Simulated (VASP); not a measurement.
# KCl in VASP: a series of runs

The runs below take KCl through single point, with PBEsol.

Program: VASP 6.6.1. These are calculated values, not measurements. Logs are shortened: lines on timing, memory, paths and dates and some standing lists are left out, and cuts for length are marked.

## Step 1: The cell of the first run

The structure is tetragonal, space group I4/mmm (No. 139). Conventional cell: a = 4.374 Å, b = 4.374 Å, c = 6.312 Å, α = 90.00°, β = 90.00°, γ = 90.00°. Within 4.1 Å of K (site symmetry 4/mmm) lie 6 Cl at 3.09 to 3.16 Å. Within 4.1 Å of Cl (site symmetry 4/mmm) lie 6 K at 3.09 to 3.16 Å.

## Step 2: Single point, PBEsol (equal xx and yy strain of -2 %)

INCAR reads:

```
SYSTEM = KCl
PREC     = Accurate       ! precision mode
ENCUT    = 520            ! plane-wave cutoff, eV
EDIFF    = 1E-7           ! SCF threshold, eV
ISMEAR   = -1             ! smearing method
SIGMA    = 0.03           ! smearing width, eV
LREAL    = .FALSE.        ! projectors in reciprocal space
LASPH    = .TRUE.         ! aspherical terms in the spheres
NELM     = 100            ! most SCF steps
ALGO     = Normal         ! electronic algorithm
ISIF     = 2              ! what is computed and relaxed
LWAVE    = .FALSE.        ! write WAVECAR
LCHARG   = .FALSE.        ! write CHGCAR
GGA      = PS             ! functional
NBANDS   = 15             ! bands
```

KPOINTS reads:

```
Automatic mesh
0
G
  7 7 7
  0 0 0
```

POSCAR reads:

```
KCl
1.0
    0.0000000000      3.0929780000      3.1561000000
    3.0929780000      0.0000000000      3.1561000000
    3.0929780000      3.0929780000      0.0000000000
K Cl
1 1
Direct
    0.0000000000      0.0000000000      0.0000000000
    0.5000000000      0.5000000000      0.5000000000
```

Potentials or basis: VASP PAW PBE potentials, release 64 (K_sv, Cl).

Launch:

```
$ cat potpaw_PBE.64/K_sv/POTCAR potpaw_PBE.64/Cl/POTCAR > POTCAR
$ mpirun -np 1 vasp_std > vasp.out
```

OUTCAR:

```text
SYSTEM = KCl
   PREC = Accurate
   ENCUT = 520
   EDIFF = 1E-7
   ISMEAR = -1
   LREAL = .FALSE.
   LASPH = .TRUE.
   NELM = 100
   ISIF = 2
   GGA = PS

 ion  position               nearest neighbor table
   1  0.000  0.000  0.000-   2 3.09   2 3.09   2 3.09   2 3.09   2 3.16   2 3.16
   2  0.500  0.500  0.500-   1 3.09   1 3.09   1 3.09   1 3.09   1 3.16   1 3.16

  LATTYP: Found a body centered tetragonal cell.
 ALAT       =     4.3741314357
 C/A-ratio  =     1.4430750636

  Lattice vectors:

 A1 = (  -3.0929780000,   0.0000000000,   3.1561000000)
 A2 = (   3.0929780000,   0.0000000000,   3.1561000000)
 A3 = (   0.0000000000,   3.0929780000,  -3.1561000000)

Analysis of symmetry for initial positions (statically):
=====================================================================
 Subroutine PRICEL returns:
 Original cell was already a primitive cell.

 Routine SETGRP: Setting up the symmetry group for a
 body centered tetragonal supercell.

 Subroutine GETGRP returns: Found 16 space group operations
 (whereof 16 operations were pure point group operations)
 out of a pool of 16 trial point group operations.

The static configuration has the point symmetry D_4h.

Analysis of symmetry for dynamics (positions and initial velocities):
=====================================================================
 Subroutine PRICEL returns:
 Original cell was already a primitive cell.

 Routine SETGRP: Setting up the symmetry group for a
 body centered tetragonal supercell.

 Subroutine GETGRP returns: Found 16 space group operations
 (whereof 16 operations were pure point group operations)
 out of a pool of 16 trial point group operations.

The dynamic configuration has the point symmetry D_4h.

 Subroutine INISYM returns: Found 16 space group operations
 (whereof 16 operations are pure point group operations),
 and found     1 'primitive' translations

----------------------------------------------------------------------------------------

                                     Primitive cell

  volume of cell :      60.3857

  direct lattice vectors                    reciprocal lattice vectors
     0.000000000  3.092978000  3.156100000    -0.161656501  0.161656501  0.158423371
     3.092978000  0.000000000  3.156100000     0.161656501 -0.161656501  0.158423371
     3.092978000  3.092978000  0.000000000     0.161656501  0.161656501 -0.158423371

  length of vectors
     4.418990848  4.418990848  4.374131436     0.278143152  0.278143152  0.278143152

  position of ions in fractional coordinates (direct lattice)
     0.000000000  0.000000000  0.000000000
     0.500000000  0.500000000  0.500000000
[... 83 lines left out ...]
   ISIF   =      2    stress and relaxation
   ISYM   =      2    0-nonsym 1-usesym 2-fastsym
   POTIM  = 0.5000    time-step for ionic-motion
   TEBEG  =    0.0;   TEEND  =   0.0 temperature during run
   PSTRESS=    0.0 pullay stress
   NELECT =      16.0000    total number of electrons
   NUPDOWN=      -1.0000    fix difference up-down
   EMIN   =  10.00;   EMAX   =-10.00  energy-range for DOS
   EFERMI =   0.00;   METHOD = LEGACY
   ISMEAR =    -1;   SIGMA  =   0.03  broadening in eV -4-tet -1-fermi 0-gaus
   EFERMI_NEDOS =   21; number of points for ismear=-14 and -15
   IALGO  =     38    algorithm
   IMIX   =      4    mixing-type and parameters
     AMIX     =   0.40;   BMIX     =  1.00
     AMIX_MAG =   1.60;   BMIX_MAG =  1.00
  volume/ion in A,a.u.               =      30.19       203.75
  Fermi-wavevector in a.u.,A,eV,Ry     =   1.051486  1.987020 15.042902  1.105622
  Thomas-Fermi vector in A             =   2.186531
   LORBIT       =      0    0 simple, 1 ext, 2 COOP (PROOUT), +10 PAW based schemes
   GGA     = PS    functional components
   LHFCALC =     F    Hartree Fock is set to
   AEXX    =    0.0000 exact exchange contribution
   IVDW    =     0    specifies the selected vdW correction
   LEPSILON=     F    determine dielectric tensor
   LRPA    =     F    only Hartree local field effects (RPA)
 non-spin polarized calculation
  energy-cutoff  :      520.00
  volume of cell :       60.39
 maximum number of plane-waves:      1647
 NGX is ok and might be reduce to    36
   NGX = 17   NGY = 17   NGZ = 17

 number of electron      16.0000002 magnetization

 Free energy of the ion-electron system (eV)
  ---------------------------------------------------
  ext. energy  EPLUGINS =         0.00000000
  ---------------------------------------------------
  free energy    TOTEN  =        -7.02075052 eV

  energy without entropy =       -7.02075052  energy(sigma->0) =       -7.02075052

 E-fermi :  -1.0783     XC(G=0):  -7.8555

 val. band max:       -1.7744806116   @ k =   0.0000   0.0000   0.0000
 cond. band min:       3.3413874316   @ k =   0.0000   0.0000   0.0000
 fundamental gap:      5.1158680432
 Fermi energy:        -1.0782706460

 k-point     1 :       0.0000    0.0000    0.0000
  band No.  band energies     occupation
      1     -28.7489      2.00000
      2     -13.9087      2.00000
      3     -12.2770      2.00000
      4     -12.2770      2.00000
      5     -12.2758      2.00000
      6      -1.7906      2.00000
      7      -1.7745      2.00000
      8      -1.7745      2.00000
      9       3.3414      0.00000
     10       6.4344      0.00000
     11       6.5715      0.00000
     12       6.5715      0.00000
     13       7.3848      0.00000
     14       7.4782      0.00000
[... 401 lines left out ...]
      2     -13.9882      2.00000
      3     -12.3503      2.00000
      4     -12.3248      2.00000
      5     -12.1331      2.00000
      6      -2.6294      2.00000
      7      -2.2048      2.00000
      8      -2.1352      2.00000
      9       5.9428      0.00000
     10       6.3814      0.00000
     11       8.0584      0.00000
     12       8.5751      0.00000
     13       9.1216      0.00000
     14       9.7134      0.00000
     15      10.1771      0.00000

 [... further k-points ...]
[... 5 lines left out ...]
  --------------------------------------------------------------------------------------
  -------------------------------------------------------------------------------------
  Total        0.1778855      0.1778855     -0.1108307      0.0000000      0.0000000      0.0000000
  in kB        4.7197261      4.7197261     -2.9406026      0.0000000      0.0000000      0.0000000
  external PRESSURE =       2.1662832 kB  Pullay stress =       0.0000000 kB

 VOLUME and BASIS-vectors are now :
 -----------------------------------------------------------------------------
  energy-cutoff  :      520.00
  volume of cell :       60.39
      direct lattice vectors                 reciprocal lattice vectors
     0.000000000  3.092978000  3.156100000    -0.161656501  0.161656501  0.158423371
     3.092978000  0.000000000  3.156100000     0.161656501 -0.161656501  0.158423371
     3.092978000  3.092978000  0.000000000     0.161656501  0.161656501 -0.158423371

 POSITION                                       TOTAL-FORCE (eV/Angst)
 -----------------------------------------------------------------------------------
      0.00000      0.00000      0.00000         0.000000     -0.000000      0.000000
      3.09298      3.09298      3.15610        -0.000000      0.000000      0.000000
 -----------------------------------------------------------------------------------
    total drift:                                0.000000      0.000000      0.000000

  FREE ENERGIE OF THE ION-ELECTRON SYSTEM (eV)
  ---------------------------------------------------
  free  energy   TOTEN  =        -7.0207505234 eV

  energy  without entropy=       -7.0207505234  energy(sigma->0) =       -7.02075052
```

OSZICAR:

```text
N       E                     dE             d eps       ncg     rms          rms(c)
DAV:   1     0.103336213765E+03    0.10334E+03   -0.71485E+03  1200   0.960E+02
DAV:   2    -0.976116049640E+00   -0.10431E+03   -0.96114E+02  1544   0.243E+02
DAV:   3    -0.703869436539E+01   -0.60626E+01   -0.60317E+01  1676   0.515E+01
DAV:   4    -0.726219561936E+01   -0.22350E+00   -0.22343E+00  1817   0.911E+00
DAV:   5    -0.726384468649E+01   -0.16491E-02   -0.16490E-02  1697   0.882E-01    0.339E+00
DAV:   6    -0.702344106323E+01    0.24040E+00   -0.34007E-01  1522   0.318E+00    0.278E+00
DAV:   7    -0.701021602779E+01    0.13225E-01   -0.78903E-02  1620   0.169E+00    0.158E+00
DAV:   8    -0.701976312362E+01   -0.95471E-02   -0.14378E-02  1572   0.893E-01    0.198E-01
DAV:   9    -0.702020123437E+01   -0.43811E-03   -0.63338E-04  1606   0.159E-01    0.922E-02
DAV:  10    -0.702074197483E+01   -0.54074E-03   -0.54805E-04  1270   0.143E-01    0.218E-02
DAV:  11    -0.702074815695E+01   -0.61821E-05   -0.19757E-05  1681   0.265E-02    0.149E-02
DAV:  12    -0.702075044108E+01   -0.22841E-05   -0.58211E-06  1382   0.138E-02    0.528E-03
DAV:  13    -0.702075052336E+01   -0.82276E-07   -0.60916E-07  1375   0.510E-03
   1 F= -.70207505E+01 E0= -.70207505E+01  d E =-.214593E-11
```

stdout:

```text
POSCAR found type information on POSCAR K Cl
 POSCAR found :  2 types and       2 ions
 scaLAPACK will be used
 -----------------------------------------------------------------------------
|                                                                             |
|                                                                             |
|     You enforced a specific xc type in the INCAR file but a different       |
|     I HOPE YOU KNOW WHAT YOU ARE DOING!                                     |
|                                                                             |
 -----------------------------------------------------------------------------

 LDA part: xc-table for (Slater+PW92), standard interpolation
 POSCAR, INCAR and KPOINTS ok, starting setup
 FFT: planning ... GRIDC
 FFT: planning ... GRID_SOFT
 FFT: planning ... GRID
 WAVECAR not read
 entering main loop
```

It took 93 s on 1 thread of AMD EPYC 7R13, shared host; peak memory 0.18 GiB.

Results:

```yaml
Free_energy: -7.0208 eV
Pressure: 0.2 GPa
Band_gap_on_the_k_mesh: 5.12 eV, direct
```

Stress tensor (GPa, compression positive):
```
 0.47  0.00  0.00
 0.00  0.47  0.00
 0.00  0.00 -0.29
```

Levels at points of the mesh, in eV from the valence-band top:
```
           k point  band 4  band 5  band 6  band 7  band 8  band 9  band 10  band 11  band 12  band 13
(0.00, 0.00, 0.00)  -10.50  -10.50   -0.02    0.00    0.00    5.12     8.21     8.35     8.35     9.16
```

Caveat: the cell differs from its parent crystal (equal xx and yy strain of -2 %); the PAW data sets were made with another functional, which shifts forces and pressure a little.

## Step 3: Single point, PBEsol (volume scaled by 0.96)

INCAR reads:

```
  PREC = Accurate
  ENCUT = 520
  EDIFF = 1E-6
  ISMEAR = -1
  SIGMA = 0.03
  LREAL = False
  LASPH = True
  NELM = 60
  ALGO = Normal
  ISIF = 2
  LWAVE = False
  LCHARG = False
  GGA = PS
  NBANDS = 15
```

KPOINTS reads:

```
regular mesh
0
Gamma
  7 7 7
```

POSCAR reads:

```
KCl
1.0
    0.0000000000      3.1134447711      3.1134447711
    3.1134447711      0.0000000000      3.1134447711
    3.1134447711      3.1134447711      0.0000000000
K Cl
1 1
Direct
    0.0000000000      0.0000000000      0.0000000000
    0.5000000000      0.5000000000      0.5000000000
```

Potentials or basis: VASP PAW PBE potentials, release 64 (K_sv, Cl).

Launch:

```
$ cat potpaw_PBE.64/K_sv/POTCAR potpaw_PBE.64/Cl/POTCAR > POTCAR
$ mpirun -np 1 vasp_std > vasp.out
```

Run time: 9.8 s. Hardware: 1 thread of Intel Xeon 6975P-C (Granite Rapids), shared host; peak memory 0.2 GiB.

It converged, with:

- Free energy: -7.0227 eV
- Pressure: 0.2 GPa
- Band gap on the k mesh: 5.12 eV, direct

Levels at points of the mesh, in eV from the valence-band top:
| k point | band 4 | band 5 | band 6 | band 7 | band 8 | band 9 | band 10 | band 11 | band 12 | band 13 |
| --- | --- | --- | --- | --- | --- | --- | --- | --- | --- | --- |
| (0.00, 0.00, 0.00) | -10.50 | -10.50 | 0.00 | 0.00 | 0.00 | 5.12 | 8.30 | 8.30 | 8.30 | 9.21 |

Caveat: the PAW data sets were made with another functional, which shifts forces and pressure a little.
